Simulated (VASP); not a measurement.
# PbSe in VASP: a series of runs

PbSe is run at these levels: PBEsol; tasks: electric field gradients, single point.

All numbers are computed with VASP 6.6.1; they aren't measurements. Logs are shortened: lines on timing, memory, paths and dates and some standing lists are left out, and cuts for length are marked.

**1. The cell of the first run**

It takes space group Fm-3m (No. 225, cubic). The conventional cell has a = 6.244 Å, b = 6.244 Å, c = 6.244 Å, α = 90.00°, β = 90.00°, γ = 90.00°. Pb (site symmetry m-3m) has 6 Se at 3.12 Å within 4.1 Å. Within 4.1 Å of Se (site symmetry m-3m) lie 6 Pb at 3.12 Å.

**2. Electric field gradients, PBEsol (30.44 Å³/atom)**

Input file INCAR:

```
ALGO     = Normal         # electronic algorithm
EDIFF    = 1E-8           # SCF threshold, eV
ENCUT    = 400            # plane-wave cutoff, eV
GGA      = PS             # functional
GGA_COMPAT= False        
ISIF     = 2              # what is computed and relaxed
ISMEAR   = -1             # smearing method
LASPH    = True           # aspherical terms in the spheres
LCHARG   = False          # write CHGCAR
LEFG     = True         
LREAL    = False          # projectors in reciprocal space
LWAVE    = False          # write WAVECAR
NBANDS   = 17             # bands
NELM     = 120            # most SCF steps
PREC     = Accurate       # precision mode
SIGMA    = 0.01           # smearing width, eV
```

Input file KPOINTS:

```
k-points
0
Gamma
  9 9 9
```

Input file POSCAR:

```
PbSe
1.0
    0.0000000000      3.1222074042      3.1222074042
    3.1222074042      0.0000000000      3.1222074042
    3.1222074042      3.1222074042      0.0000000000
Pb Se
1 1
Direct
    0.0000000000      0.0000000000      0.0000000000
    0.5000000000      0.5000000000      0.5000000000
```

Potentials or basis: VASP PAW PBE potentials, release 64 (Pb_d, Se).

Command:

```
$ cat potpaw_PBE.64/Pb_d/POTCAR potpaw_PBE.64/Se/POTCAR > POTCAR
$ mpirun -np 1 vasp_std > vasp.out
```

OUTCAR:

```text
EDIFF = 1E-8
   ENCUT = 400
   GGA = PS
   ISIF = 2
   ISMEAR = -1
   LASPH = True
   LREAL = False
   NELM = 120
   PREC = Accurate

 ion  position               nearest neighbor table
   1  0.000  0.000  0.000-   2 3.12   2 3.12   2 3.12   2 3.12   2 3.12   2 3.12
   2  0.500  0.500  0.500-   1 3.12   1 3.12   1 3.12   1 3.12   1 3.12   1 3.12

  LATTYP: Found a face centered cubic cell.
 ALAT       =     6.2444148084

  Lattice vectors:

 A1 = (   0.0000000000,   3.1222074042,   3.1222074042)
 A2 = (   3.1222074042,   0.0000000000,   3.1222074042)
 A3 = (   3.1222074042,   3.1222074042,   0.0000000000)

Analysis of symmetry for initial positions (statically):
=====================================================================
 Subroutine PRICEL returns:
 Original cell was already a primitive cell.

 Routine SETGRP: Setting up the symmetry group for a
 face centered cubic supercell.

 Subroutine GETGRP returns: Found 48 space group operations
 (whereof 48 operations were pure point group operations)
 out of a pool of 48 trial point group operations.

The static configuration has the point symmetry O_h .

Analysis of symmetry for dynamics (positions and initial velocities):
=====================================================================
 Subroutine PRICEL returns:
 Original cell was already a primitive cell.

 Routine SETGRP: Setting up the symmetry group for a
 face centered cubic supercell.

 Subroutine GETGRP returns: Found 48 space group operations
 (whereof 48 operations were pure point group operations)
 out of a pool of 48 trial point group operations.

The dynamic configuration has the point symmetry O_h .

 Subroutine INISYM returns: Found 48 space group operations
 (whereof 48 operations are pure point group operations),
 and found     1 'primitive' translations

----------------------------------------------------------------------------------------

                                     Primitive cell

  volume of cell :      60.8717

  direct lattice vectors                    reciprocal lattice vectors
     0.000000000  3.122207404  3.122207404    -0.160143109  0.160143109  0.160143109
     3.122207404  0.000000000  3.122207404     0.160143109 -0.160143109  0.160143109
     3.122207404  3.122207404  0.000000000     0.160143109  0.160143109 -0.160143109

  length of vectors
     4.415468056  4.415468056  4.415468056     0.277376001  0.277376001  0.277376001

  position of ions in fractional coordinates (direct lattice)
     0.000000000  0.000000000  0.000000000
     0.500000000  0.500000000  0.500000000

  ion indices of the primitive-cell ions
   primitive index   ion index
                 1           1
                 2           2

----------------------------------------------------------------------------------------

 KPOINTS: k-points

Automatic generation of k-mesh.
 Grid dimensions read from file:
 generate k-points for:    9    9    9

 Generating k-lattice:

  Cartesian coordinates                     Fractional coordinates (reciprocal lattice)
    -0.017793679  0.017793679  0.017793679     0.111111111  0.000000000  0.000000000
     0.017793679 -0.017793679  0.017793679     0.000000000  0.111111111  0.000000000
     0.017793679  0.017793679 -0.017793679     0.000000000  0.000000000  0.111111111

  Length of vectors
     0.030819556  0.030819556  0.030819556

  Shift w.r.t. Gamma in fractional coordinates (k-lattice)
     0.000000000  0.000000000  0.000000000

 Subroutine IBZKPT returns following result:
 ===========================================

 Found     35 irreducible k-points:

 Following reciprocal coordinates:
            Coordinates               Weight
  0.000000  0.000000  0.000000      1.000000
  0.111111  0.000000  0.000000      8.000000
  0.222222  0.000000  0.000000      8.000000
  0.333333  0.000000  0.000000      8.000000
  0.444444  0.000000  0.000000      8.000000
  0.111111  0.111111  0.000000      6.000000
[... 16 lines left out ...]
 -0.333333  0.333333  0.000000     12.000000
  0.444444  0.444444  0.000000      6.000000
 [... further k-points ...]
   k-points           NKPTS =     35   k-points in BZ     NKDIM =     35   number of bands    NBANDS=     17
   number of dos      NEDOS =    301   number of ions     NIONS =      2
   total plane-waves  NPLWV =  27000
   dimension x,y,z NGX =    30 NGY =   30 NGZ =   30
   dimension x,y,z NGXF=    60 NGYF=   60 NGZF=   60
   ions per type =               1   1
   NGX,Y,Z   is equivalent  to a cutoff of  11.30, 11.30, 11.30 a.u.
   NGXF,Y,Z  is equivalent  to a cutoff of  22.59, 22.59, 22.59 a.u.
 SYSTEM =  unknown system
   PREC   = accura    normal or accurate (medium, high low for compatibility)
   ISTART =      0    job   : 0-new  1-cont  2-samecut
   ICHARG =      2    charge: 1-file 2-atom 10-const
   ISPIN  =      1    spin polarized calculation?
   LNONCOLLINEAR =      F non collinear calculations
   LSORBIT =      F    spin-orbit coupling
   LASPH  =      T    aspherical Exc in radial PAW
   ENCUT  =  400.0 eV  29.40 Ry    5.42 a.u.   7.20  7.20  7.20*2*pi/ulx,y,z
   NELM   =    120;   NELMIN=  2; NELMDL= -5     # of ELM steps
   EDIFF  = 0.1E-07   stopping-criterion for ELM
   LREAL  =      F    real-space projection
   EDIFFG = 0.1E-06   stopping-criterion for IOM
   NSW    =      0    number of steps for IOM
   IBRION =     -1    ionic relax: 0-MD 1-quasi-New 2-CG
   NFREE  =      0    steps in history (QN), initial steepest desc. (CG)
   ISIF   =      2    stress and relaxation
   ISYM   =      2    0-nonsym 1-usesym 2-fastsym
   POTIM  = 0.5000    time-step for ionic-motion
   TEBEG  =    0.0;   TEEND  =   0.0 temperature during run
   PSTRESS=    0.0 pullay stress
   NELECT =      20.0000    total number of electrons
   NUPDOWN=      -1.0000    fix difference up-down
   EMIN   =  10.00;   EMAX   =-10.00  energy-range for DOS
   EFERMI =   0.00;   METHOD = LEGACY
   ISMEAR =    -1;   SIGMA  =   0.01  broadening in eV -4-tet -1-fermi 0-gaus
   EFERMI_NEDOS =   21; number of points for ismear=-14 and -15
   IALGO  =     38    algorithm
   IMIX   =      4    mixing-type and parameters
     AMIX     =   0.40;   BMIX     =  1.00
     AMIX_MAG =   1.60;   BMIX_MAG =  1.00
  volume/ion in A,a.u.               =      30.44       205.39
  Fermi-wavevector in a.u.,A,eV,Ry     =   1.129657  2.134741 17.362719  1.276124
  Thomas-Fermi vector in A             =   2.266351
   LORBIT       =      0    0 simple, 1 ext, 2 COOP (PROOUT), +10 PAW based schemes
   GGA     = PS    functional components
   LHFCALC =     F    Hartree Fock is set to
   AEXX    =    0.0000 exact exchange contribution
   IVDW    =     0    specifies the selected vdW correction
   LEPSILON=     F    determine dielectric tensor
   LRPA    =     F    only Hartree local field effects (RPA)
 non-spin polarized calculation
  energy-cutoff  :      400.00
  volume of cell :       60.87
 maximum number of plane-waves:      1125
 NGX is ok and might be reduce to    30
   NGX = 15   NGY = 15   NGZ = 15

 number of electron      20.0000010 magnetization

 Free energy of the ion-electron system (eV)
  ---------------------------------------------------
  ext. energy  EPLUGINS =         0.00000000
  ---------------------------------------------------
  free energy    TOTEN  =        -8.87522564 eV

  energy without entropy =       -8.87522564  energy(sigma->0) =       -8.87522564

 E-fermi :   4.2489     XC(G=0):  -9.4481

 val. band max:        4.0079339493   @ k =   0.4444   0.0000   0.0000
 cond. band min:       4.7276489081   @ k =   0.4444   0.0000   0.0000
 fundamental gap:      0.7197149588
 Fermi energy:         4.2488543232

 k-point     1 :       0.0000    0.0000    0.0000
  band No.  band energies     occupation
      1     -12.4634      2.00000
      2     -12.4634      2.00000
      3     -12.4634      2.00000
      4     -12.4589      2.00000
      5     -12.4589      2.00000
      6      -8.9250      2.00000
[... 9 lines left out ...]
     16      10.7656      0.00000
     17      12.0956      0.00000
[... 441 lines left out ...]
 k-point    24 :       0.4444    0.4444    0.0000
  band No.  band energies     occupation
      1     -12.5496      2.00000
      2     -12.4774      2.00000
      3     -12.4440      2.00000
      4     -12.4286      2.00000
      5     -12.4286      2.00000
      6      -7.7392      2.00000
[... 9 lines left out ...]
     16      15.1916      0.00000
     17      16.5523      0.00000

 [... further k-points ...]

------------------------ aborting loop because EDIFF is reached ----------------------------------------

  FORCE on cell =-STRESS in cart. coord.  units (eV):
  Direction    XX          YY          ZZ          XY          YZ          ZX
  --------------------------------------------------------------------------------------
  -------------------------------------------------------------------------------------
  Total       -1.2173183     -1.2173183     -1.2173183     -0.0000000     -0.0000000      0.0000000
  in kB      -32.0405147    -32.0405147    -32.0405147     -0.0000000     -0.0000000      0.0000000
  external PRESSURE =     -32.0405147 kB  Pullay stress =       0.0000000 kB

 VOLUME and BASIS-vectors are now :
 -----------------------------------------------------------------------------
  energy-cutoff  :      400.00
  volume of cell :       60.87
      direct lattice vectors                 reciprocal lattice vectors
     0.000000000  3.122207404  3.122207404    -0.160143109  0.160143109  0.160143109
     3.122207404  0.000000000  3.122207404     0.160143109 -0.160143109  0.160143109
     3.122207404  3.122207404  0.000000000     0.160143109  0.160143109 -0.160143109

 POSITION                                       TOTAL-FORCE (eV/Angst)
 -----------------------------------------------------------------------------------
      0.00000      0.00000      0.00000         0.000000      0.000000     -0.000000
      3.12221      3.12221      3.12221         0.000000      0.000000      0.000000
 -----------------------------------------------------------------------------------
    total drift:                               -0.000000      0.000000      0.000000

  FREE ENERGIE OF THE ION-ELECTRON SYSTEM (eV)
  ---------------------------------------------------
  free  energy   TOTEN  =        -8.8752256379 eV

  energy  without entropy=       -8.8752256379  energy(sigma->0) =       -8.87522564

 Electric field gradients (V/A^2)
---------------------------------------------------------------------
 ion       V_xx      V_yy      V_zz      V_xy      V_xz      V_yz
---------------------------------------------------------------------
   1      -0.000     0.000     0.000    -0.002    -0.002    -0.002
   2      -0.000    -0.000     0.000    -0.000    -0.000    -0.000
---------------------------------------------------------------------

 Electric field gradients after diagonalization (V/A^2)
 (convention: |V_zz| > |V_xx| > |V_yy|)
----------------------------------------------------------------------
 ion       V_xx      V_yy      V_zz     asymmetry (V_yy - V_xx)/ V_zz
----------------------------------------------------------------------
   1       0.002     0.002    -0.003       0.000
   2       0.000     0.000    -0.001       0.000
----------------------------------------------------------------------

           NMR quadrupolar parameters

 Cq : quadrupolar parameter    Cq=e*Q*V_zz/h
 eta: asymmetry parameters     (V_yy - V_xx)/ V_zz
 Q  : nuclear electric quadrupole moment in mb (millibarn)
----------------------------------------------------------------------
 ion       Cq(MHz)       eta       Q (mb)
----------------------------------------------------------------------
   1      -0.000       0.000       1.000
   2      -0.000       0.000       1.000
----------------------------------------------------------------------
```

It took 40 s on 1 thread of Intel Xeon 8259CL, shared host; peak memory 0.18 GiB.

Results:

* Free energy: -8.8752 eV
* Pressure: -3.2 GPa
* Largest electric field gradient by atom: zero within the noise of the run

Caveat: this odd mesh misses L, so gap, dielectric constants and Born charges aren't listed; the cell stands under tension; the PAW data sets were made with another functional, which shifts forces and pressure a little; spin-orbit coupling is left out, which moves the levels of the heavy elements.

**3. Single point, PBEsol**

This run uses another cell than the first one, of 28.71 Å³/atom.

Input file POSCAR:

```
PbSe
1.0
    0.0000000000      3.0621500000      3.0621500000
    3.0621500000      0.0000000000      3.0621500000
    3.0621500000      3.0621500000      0.0000000000
Pb Se
1 1
Direct
    0.0000000000      0.0000000000      0.0000000000
    0.5000000000      0.5000000000      0.5000000000
```

Input file INCAR.step1:

```
SYSTEM = PbSe
  ALGO = Normal
  EDIFF = 1E-6
  ENCUT = 400
  GGA = PS
  GGA_COMPAT = .FALSE.
  ISIF = 2
  ISMEAR = -1
  LASPH = .TRUE.
  LCHARG = .TRUE.
  LORBIT = 11
  LREAL = .FALSE.
  LWAVE = .FALSE.
  NBANDS = 17
  NEDOS = 2001
  NELM = 120
  PREC = Accurate
  SIGMA = 0.01
```

Input file KPOINTS.step1:

```
k-points
0
G
  9 9 9
  0 0 0
```

Input file INCAR.step2:

```
SYSTEM = PbSe
  ALGO = Normal
  EDIFF = 1E-6
  ENCUT = 400
  GGA = PS
  GGA_COMPAT = .FALSE.
  ICHARG = 11
  ISIF = 2
  ISMEAR = -5
  LASPH = .TRUE.
  LCHARG = .FALSE.
  LORBIT = 10
  LREAL = .FALSE.
  LWAVE = .FALSE.
  NEDOS = 1001
  NELM = 120
  PREC = Accurate
  SIGMA = 0.01
```

Input file KPOINTS.step2:

```
k-points
0
G
  14 14 14
  0 0 0
```

Potentials or basis: VASP PAW PBE potentials, release 64 (Pb_d, Se).

Command:

```
$ cat potpaw_PBE.64/Pb_d/POTCAR potpaw_PBE.64/Se/POTCAR > POTCAR
$ cp INCAR.step1 INCAR
$ cp KPOINTS.step1 KPOINTS
$ mpirun -np 1 vasp_std > vasp.out
$ cp INCAR.step2 INCAR
$ cp KPOINTS.step2 KPOINTS
$ mpirun -np 1 vasp_std > vasp.out
```

It took 77 s on 1 thread of Intel Xeon 8259CL, shared host; peak memory 0.19 GiB.

Results (log left out):

- Valence electrons inside the program's atomic spheres: Pb 11.84; Se 3.80

Levels at points of the mesh, in eV from the Fermi level:
| k point | band 6 | band 7 | band 8 | band 9 | band 10 | band 11 | band 12 | band 13 | band 14 |
| --- | --- | --- | --- | --- | --- | --- | --- | --- | --- |
| (0.00, 0.00, 0.00) | -13.62 | -6.36 | -1.89 | -1.89 | -1.89 | 4.65 | 4.65 | 4.65 | 6.43 |
| (0.50, 0.00, 0.00) | -12.54 | -8.85 | -1.48 | -1.48 | -0.03 | 0.18 | 1.63 | 1.63 | 8.39 |
| (0.50, 0.50, 0.00) | -12.17 | -7.43 | -5.03 | -3.26 | -3.26 | 3.57 | 5.56 | 5.56 | 5.98 |

Caveat: this odd mesh misses L, so gap, dielectric constants and Born charges aren't listed; the PAW data sets were made with another functional, which shifts forces and pressure a little; spin-orbit coupling is left out, which moves the levels of the heavy elements.

(Continued in part 2 of 3.)
